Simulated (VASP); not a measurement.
PtRhC6N6: single point with PBE

The system is PtRhC6N6.

```
CELL_PARAMETERS angstrom
0.00000 5.24451 5.24451
5.24451 0.00000 5.24451
5.24451 5.24451 0.00000
ATOMIC_POSITIONS crystal
Rh 0.00000 0.00000 0.00000
Pt 0.50000 0.50000 0.50000
C 0.80842 0.19158 0.19158
C 0.19158 0.80842 0.19158
C 0.19158 0.19158 0.80842
C 0.19158 0.80842 0.80842
C 0.80842 0.19158 0.80842
C 0.80842 0.80842 0.19158
N 0.69750 0.30250 0.30250
N 0.30250 0.69750 0.30250
N 0.30250 0.30250 0.69750
N 0.30250 0.69750 0.69750
N 0.69750 0.30250 0.69750
N 0.69750 0.69750 0.30250
```

- Program: VASP 6.6.1
- Task: single point
- Functional: PBE
- Potentials or basis: VASP PAW PBE potentials, release 64 (Rh_pv, Pt, C, N)
- Cutoff: 600 eV
- k mesh: 4 × 4 × 4
- Occupations: gaussian, width 0.1 eV
- Spin: collinear spin, ferromagnetic start
- Starting moments: [1.0, 0.0, 0.0, 0.0, 0.0, 0.0, 0.0, 0.0, 0.0, 0.0, 0.0, 0.0, 0.0, 0.0] μB
- Dipole correction: no
- Further INCAR settings: ALGO = Normal; EDIFF = 1e-06; NBANDS = 56

* Pressure: 0.3 GPa
* Largest force: 0.377 eV/Å
* Band gap on the k mesh: zero (filled and empty bands overlap)
* Net moment: 1.00 μB per cell
* Site moments: Rh +0.05; Pt +0.58; C +0.01; N +0.05 μB
* Valence electrons inside the program's atomic spheres: Rh 14.08; Pt 9.25; C 2.58; N 3.89

Forces in eV/Å, atoms in the order of the input:
```
Rh   0.000  0.000  0.000
Pt   0.000  0.000  0.000
C   -0.377  0.000  0.000
C    0.000 -0.377  0.000
C    0.000  0.000 -0.377
C    0.377  0.000  0.000
C    0.000  0.377  0.000
C    0.000  0.000  0.377
N    0.372  0.000  0.000
N    0.000  0.372  0.000
N    0.000  0.000  0.372
N   -0.372  0.000  0.000
N    0.000 -0.372  0.000
N    0.000  0.000 -0.372
```

Levels at points of the mesh, in eV from the Fermi level:
Spin up:
```tsv
k point	band 37	band 38	band 39	band 40	band 41	band 42	band 43	band 44
(0.00, 0.00, 0.00)	-2.84	-2.84	-2.84	-0.26	-0.26	2.61	2.61	2.76
(0.50, 0.00, 0.00)	-3.50	-3.47	-3.47	0.17	0.17	2.28	2.28	3.06
(0.50, 0.50, 0.00)	-3.24	-3.24	-2.84	-0.26	0.02	2.16	2.66	2.66
```
Spin down:
| k point | band 36 | band 37 | band 38 | band 39 | band 40 | band 41 | band 42 | band 43 |
| --- | --- | --- | --- | --- | --- | --- | --- | --- |
| (0.00, 0.00, 0.00) | -4.40 | -2.73 | -2.73 | -2.73 | 0.25 | 0.25 | 2.71 | 2.71 |
| (0.50, 0.00, 0.00) | -3.43 | -3.42 | -3.42 | -3.35 | 0.71 | 0.71 | 2.32 | 2.32 |
| (0.50, 0.50, 0.00) | -3.23 | -3.20 | -3.20 | -2.73 | 0.25 | 0.57 | 2.22 | 2.69 |

Run time: 10 min on 1 thread of Intel Xeon 8259CL (shared host), peak memory 0.81 GiB.

Caveat: spin-orbit coupling is left out, which moves the levels of the heavy elements.
